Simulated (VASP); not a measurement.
A run of VASP 6.6.1:

POSCAR

```
CsH
1.0
    0.0000000000      2.4007547050      2.4007547050
    2.4007547050      0.0000000000      2.4007547050
    2.4007547050      2.4007547050      0.0000000000
Cs H
1 1
Direct
    0.0000000000      0.0000000000      0.0000000000
    0.2500000000      0.2500000000      0.2500000000
```

Contents of INCAR.step1:

```
PREC = Accurate
ENCUT = 550
ISMEAR = -1
SIGMA = 0.01
LREAL = F
LASPH = T
NELM = 120
NBANDS = 12
GGA = PE
ALGO = Normal
EDIFF = 1E-5
LWAVE = T
LCHARG = F
GGA_COMPAT = F
```

INCAR.step2

```
PREC = Accurate
ENCUT = 550
EDIFF = 1E-6
ISMEAR = -1
SIGMA = 0.01
LREAL = F
LASPH = T
NELM = 120
ALGO = Normal
ISIF = 2
LWAVE = F
LCHARG = F
METAGGA = R2SCAN
LMIXTAU = T
NBANDS = 12
ISTART = 1
GGA_COMPAT = F
```

File KPOINTS:

```
Automatic mesh
0
Gamma
  4 4 4
```

Potentials or basis: VASP PAW PBE potentials, release 64 (Cs_sv, H).

Run with:

```bash
$ cat potpaw_PBE.64/Cs_sv/POTCAR potpaw_PBE.64/H/POTCAR > POTCAR
$ cp INCAR.step1 INCAR
$ mpirun -np 1 vasp_std > vasp.out
$ cp INCAR.step2 INCAR
$ mpirun -np 1 vasp_std > vasp.out
```

Hardware: 1 thread of Intel(R) Xeon(R) 6975P-C (Granite Rapids), on a shared host.

Task: Estimate the wall time of this run.

Result: It took 11 s on 1 thread of Intel(R) Xeon(R) 6975P-C (Granite Rapids), on a shared host, peak memory 0.15 GiB. Counts: k points 8.
